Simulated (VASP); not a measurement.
# InSb3 (Pm-3m) in VASP: settings compared, part 2 of 2

VASP 6.6.1. Earlier steps stand in the parts before.

### Step 4. Single point, PBEsol

File INCAR:

```
SYSTEM = InSb3
PREC = Accurate ; ENCUT = 520
EDIFF = 1E-6 ; ISMEAR = -1
SIGMA = 0.05 ; LREAL = .False.
LASPH = .True. ; NELM = 100
ALGO = Normal ; ISIF = 2
LWAVE = .False. ; LCHARG = .True.
GGA = PS ; LELF = .True.
LVHAR = .True. ; NBANDS = 22
```

File KPOINTS:

```
Automatic mesh
0
Gamma
  6 6 6
  0 0 0
```

File POSCAR:

```
InSb3
1.0
    4.8063670000      0.0000000000      0.0000000000
    0.0000000000      4.8063670000      0.0000000000
    0.0000000000      0.0000000000      4.8063670000
Sb In
3 1
Direct
    0.5000000000      0.5000000000      0.0000000000
    0.0000000000      0.5000000000      0.5000000000
    0.5000000000      0.0000000000      0.5000000000
    0.0000000000      0.0000000000      0.0000000000
```

Potentials or basis: VASP PAW PBE potentials, release 64 (Sb, In_d).

Command:

```
cat potpaw_PBE.64/Sb/POTCAR potpaw_PBE.64/In_d/POTCAR > POTCAR
mpirun -np 1 vasp_std > vasp.out
```

OUTCAR:

```text
SYSTEM = InSb3
   PREC = Accurate
   ENCUT = 520
   EDIFF = 1E-6
   ISMEAR = -1
   LREAL = .False.
   LASPH = .True.
   NELM = 100
   ISIF = 2
   GGA = PS

 ion  position               nearest neighbor table
   1  0.500  0.500  0.000-   2 3.40   3 3.40   4 3.40   2 3.40   3 3.40   3 3.40   4 3.40   3 3.40
                             2 3.40   4 3.40   2 3.40   4 3.40
   2  0.000  0.500  0.500-   1 3.40   3 3.40   4 3.40   1 3.40   4 3.40   3 3.40   4 3.40   4 3.40
                             1 3.40   3 3.40   1 3.40   3 3.40
   3  0.500  0.000  0.500-   1 3.40   2 3.40   4 3.40   1 3.40   4 3.40   1 3.40   2 3.40   1 3.40
                             2 3.40   4 3.40   4 3.40   2 3.40
   4  0.000  0.000  0.000-   1 3.40   2 3.40   3 3.40   2 3.40   3 3.40   1 3.40   2 3.40   2 3.40
                             1 3.40   3 3.40   3 3.40   1 3.40

  LATTYP: Found a simple cubic cell.
 ALAT       =     4.8063670000

  Lattice vectors:

 A1 = (   4.8063670000,   0.0000000000,   0.0000000000)
 A2 = (   0.0000000000,   4.8063670000,   0.0000000000)
 A3 = (   0.0000000000,   0.0000000000,   4.8063670000)

Analysis of symmetry for initial positions (statically):
=====================================================================
 Subroutine PRICEL returns:
 Original cell was already a primitive cell.

 Routine SETGRP: Setting up the symmetry group for a
 simple cubic supercell.

 Subroutine GETGRP returns: Found 48 space group operations
 (whereof 48 operations were pure point group operations)
 out of a pool of 48 trial point group operations.

The static configuration has the point symmetry O_h .

Analysis of symmetry for dynamics (positions and initial velocities):
=====================================================================
 Subroutine PRICEL returns:
 Original cell was already a primitive cell.

[... 121 lines left out ...]
   ISMEAR =    -1;   SIGMA  =   0.05  broadening in eV -4-tet -1-fermi 0-gaus
   EFERMI_NEDOS =   21; number of points for ismear=-14 and -15
   IALGO  =     38    algorithm
   IMIX   =      4    mixing-type and parameters
     AMIX     =   0.40;   BMIX     =  1.00
     AMIX_MAG =   1.60;   BMIX_MAG =  1.00
  volume/ion in A,a.u.               =      27.76       187.32
  Fermi-wavevector in a.u.,A,eV,Ry     =   1.034294  1.954532 14.555018  1.069764
  Thomas-Fermi vector in A             =   2.168582
   LORBIT       =      0    0 simple, 1 ext, 2 COOP (PROOUT), +10 PAW based schemes
   GGA     = PS    functional components
   LHFCALC =     F    Hartree Fock is set to
   AEXX    =    0.0000 exact exchange contribution
   IVDW    =     0    specifies the selected vdW correction
   LEPSILON=     F    determine dielectric tensor
   LRPA    =     F    only Hartree local field effects (RPA)
 non-spin polarized calculation
  energy-cutoff  :      520.00
  volume of cell :      111.03
 maximum number of plane-waves:      3028
 NGX is ok and might be reduce to    36
   NGX = 17   NGY = 17   NGZ = 17

 number of electron      28.0000010 magnetization

 Free energy of the ion-electron system (eV)
  ---------------------------------------------------
  ext. energy  EPLUGINS =         0.00000000
  ---------------------------------------------------
  free energy    TOTEN  =       -16.01920996 eV

  energy without entropy =      -15.99776006  energy(sigma->0) =      -16.00848501

 E-fermi :   7.6908     XC(G=0): -10.1786

 val. band max:        7.6831888256   @ k =   0.5000   0.3333   0.0000
 cond. band min:       7.7528065478   @ k =   0.1667   0.1667   0.1667
 fundamental gap:      0.0696177222
 Fermi energy:         7.6907684200

 k-point     1 :       0.0000    0.0000    0.0000
  band No.  band energies     occupation
      1      -6.7530      2.00000
      2      -6.7530      2.00000
      3      -6.7364      2.00000
      4      -6.7364      2.00000
      5      -6.7364      2.00000
      6      -4.4950      2.00000
[... 489 lines left out ...]
     21      14.0421      0.00000
     22      16.0202      0.00000

------------------------ aborting loop because EDIFF is reached ----------------------------------------

  FORCE on cell =-STRESS in cart. coord.  units (eV):
  Direction    XX          YY          ZZ          XY          YZ          ZX
  --------------------------------------------------------------------------------------
  -------------------------------------------------------------------------------------
  Total       -1.8627969     -1.8627969     -1.8627969     -0.0000000     -0.0000000     -0.0000000
  in kB      -26.8797544    -26.8797544    -26.8797544     -0.0000000     -0.0000000     -0.0000000
  external PRESSURE =     -26.8797544 kB  Pullay stress =       0.0000000 kB

 VOLUME and BASIS-vectors are now :
 -----------------------------------------------------------------------------
  energy-cutoff  :      520.00
  volume of cell :      111.03
      direct lattice vectors                 reciprocal lattice vectors
     4.806367000  0.000000000  0.000000000     0.208057354  0.000000000  0.000000000
     0.000000000  4.806367000  0.000000000     0.000000000  0.208057354  0.000000000
     0.000000000  0.000000000  4.806367000     0.000000000  0.000000000  0.208057354

 POSITION                                       TOTAL-FORCE (eV/Angst)
 -----------------------------------------------------------------------------------
      2.40318      2.40318      0.00000         0.000000      0.000000      0.000000
      0.00000      2.40318      2.40318         0.000000      0.000000      0.000000
      2.40318      0.00000      2.40318         0.000000      0.000000      0.000000
      0.00000      0.00000      0.00000         0.000000      0.000000      0.000000
 -----------------------------------------------------------------------------------
    total drift:                               -0.000000     -0.000000     -0.000000

  FREE ENERGIE OF THE ION-ELECTRON SYSTEM (eV)
  ---------------------------------------------------
  free  energy   TOTEN  =       -16.0192099598 eV

  energy  without entropy=      -15.9977600645  energy(sigma->0) =      -16.00848501
```

Wall time 16 s (1 thread of AMD EPYC 9R45 (Zen 5), shared host); peak memory 0.19 GiB.

Results:

```
Free energy            : -16.0192 eV
Pressure               : -2.7 GPa
Band gap on the k mesh : zero (bands 14 and 15 overlap by 4.61 eV)
```

Caveat: the PAW data sets were made with another functional, which shifts forces and pressure a little; spin-orbit coupling is left out, which moves the levels of the heavy elements.

### Step 5. Single point, HSE06

POSCAR is that of step 4.

File INCAR.step1:

```
ALGO = Normal ; EDIFF = 1E-5
ENCUT = 400 ; GGA = PE
GGA_COMPAT = False ; ISIF = 2
ISMEAR = -1 ; LASPH = True
LCHARG = False ; LREAL = False
LWAVE = True ; NBANDS = 22
NELM = 120 ; PREC = Accurate
SIGMA = 0.05
```

File INCAR.step2:

```
ALGO = Normal ; EDIFF = 1E-6
ENCUT = 400 ; GGA = PE
GGA_COMPAT = False ; HFSCREEN = 0.2079
ISIF = 2 ; ISMEAR = -1
ISTART = 1 ; LASPH = True
LCHARG = False ; LHFCALC = True
LREAL = False ; LWAVE = False
NBANDS = 22 ; NELM = 120
PREC = Accurate ; PRECFOCK = Normal
SIGMA = 0.05
```

File KPOINTS:

```
k-points
0
Gamma
  4 4 4
```

Command:

```
cat potpaw_PBE.64/Sb/POTCAR potpaw_PBE.64/In_d/POTCAR > POTCAR
cp INCAR.step1 INCAR
mpirun -np 1 vasp_std > vasp.out
cp INCAR.step2 INCAR
mpirun -np 1 vasp_std > vasp.out
```

It took 33 min on 1 thread of Oxide Virtual Turin-like, shared host; peak memory 0.26 GiB.

It converged, with:

- Free energy: -17.0903 eV
- Pressure: -1.8 GPa
- Band gap on the k mesh: zero (bands 14 and 15 overlap by 5.29 eV)

Levels at points of the mesh, in eV from the Fermi level:
| k point | band 10 | band 11 | band 12 | band 13 | band 14 | band 15 | band 16 | band 17 | band 18 | band 19 |
| --- | --- | --- | --- | --- | --- | --- | --- | --- | --- | --- |
| (0.00, 0.00, 0.00) | -4.68 | -4.68 | -3.65 | 0.70 | 0.70 | 0.70 | 2.30 | 2.30 | 2.30 | 5.36 |
| (0.50, 0.00, 0.00) | -3.12 | -3.12 | -2.15 | -2.15 | -1.06 | -0.67 | 2.56 | 2.71 | 2.71 | 3.02 |
| (0.50, 0.50, 0.00) | -2.53 | -1.56 | -1.56 | -1.28 | -1.08 | -1.08 | -0.21 | 1.49 | 3.92 | 4.16 |
| (0.50, 0.50, 0.50) | -5.44 | -5.44 | -5.44 | -5.06 | 4.21 | 4.21 | 4.29 | 4.29 | 4.29 | 7.37 |

Caveat: the PAW data sets were made with another functional, which shifts forces and pressure a little; spin-orbit coupling is left out, which moves the levels of the heavy elements.

### Step 6. Single point, PBE0

POSCAR is that of step 5.

File INCAR.step1:

```
SYSTEM = InSb3
  PREC = Accurate
  ENCUT = 400
  EDIFF = 1E-5
  ISMEAR = -1
  SIGMA = 0.05
  LREAL = .False.
  LASPH = .True.
  NELM = 120
  ALGO = Normal
  ISIF = 2
  LWAVE = .True.
  LCHARG = .False.
  GGA = PE
  NBANDS = 22
  GGA_COMPAT = .False.
```

File INCAR.step2:

```
SYSTEM = InSb3
  PREC = Accurate
  ENCUT = 400
  EDIFF = 1E-6
  ISMEAR = -1
  SIGMA = 0.05
  LREAL = .False.
  LASPH = .True.
  NELM = 120
  ALGO = Normal
  ISIF = 2
  LWAVE = .False.
  LCHARG = .False.
  GGA = PE
  LHFCALC = .True.
  AEXX = 0.25
  PRECFOCK = Normal
  ISTART = 1
  NBANDS = 22
  GGA_COMPAT = .False.
```

File KPOINTS:

```
regular mesh
0
Gamma
  4 4 4
  0 0 0
```

Potentials or basis: VASP PAW PBE potentials, release 64 (Sb, In_d).

Command:

```
cat potpaw_PBE.64/Sb/POTCAR potpaw_PBE.64/In_d/POTCAR > POTCAR
cp INCAR.step1 INCAR
mpirun -np 1 vasp_std > vasp.out
cp INCAR.step2 INCAR
mpirun -np 1 vasp_std > vasp.out
```

It took 42 min on 1 thread of Oxide Virtual Turin-like, shared host; peak memory 0.17 GiB.

It converged, with:

```yaml
Free_energy: -19.0148 eV
Pressure: -2.0 GPa
Band_gap_on_the_k_mesh: zero (bands 14 and 15 overlap by 5.97 eV)
```

Levels at points of the mesh, in eV from the Fermi level:
```
           k point  band 11  band 12  band 13  band 14  band 15  band 16  band 17  band 18
(0.00, 0.00, 0.00)    -5.05    -3.99     0.95     0.95     0.95     2.69     2.69     2.69
(0.50, 0.00, 0.00)    -3.45    -2.45    -2.45    -1.33    -0.88     2.93     3.09     3.09
(0.50, 0.50, 0.00)    -1.83    -1.83    -1.50    -1.33    -1.33    -0.42     1.82     4.34
(0.50, 0.50, 0.50)    -5.84    -5.84    -5.45     4.65     4.65     4.73     4.73     4.73
```

Caveat: the PAW data sets were made with another functional, which shifts forces and pressure a little; spin-orbit coupling is left out, which moves the levels of the heavy elements.

### Step 7. Summary

```tsv
task	level	cell	k mesh	cutoff (eV)	smearing	grid for exact exchange (PRECFOCK)	share of exact exchange	screening parameter	gap on the mesh (eV)	pressure (GPa)
relaxation of cell and atoms	r2SCAN	relaxed to 30 GPa	6 × 6 × 6	600	fermi-dirac 0.05 eV	-	-	-	none	30.0
single point	PBEsol	as given	4 × 4 × 4	520	fermi-dirac 0.03 eV	-	-	-	none	-2.4
single point	PBEsol	as given	6 × 6 × 6	520	fermi-dirac 0.05 eV	-	-	-	none	-2.7
single point	HSE06	as given	4 × 4 × 4	400	fermi-dirac 0.05 eV	Normal	0.25	0.2079 1/Å	none	-1.8
single point	PBE0	as given	4 × 4 × 4	400	fermi-dirac 0.05 eV	Normal	0.25	-	none	-2.0
```

Alike in all rows: potentials or basis VASP PAW PBE potentials, release 64 (Sb, In_d); no spin polarisation.

The pressure there spans -2.7 GPa (PBEsol) to -1.8 GPa (HSE06); a positive pressure means that this level wants a larger cell, a negative one a smaller.

Caveats: the PAW data sets were made with another functional, which shifts forces and pressure a little; spin-orbit coupling is left out, which moves the levels of the heavy elements; the cell is relaxed towards a set pressure, so the run minimises the enthalpy, not the energy (at least some runs).

Absolute energies hang on the potentials; compare differences alone.

The gap in the log of VASP goes by the Fermi energy; the results here count the filled bands.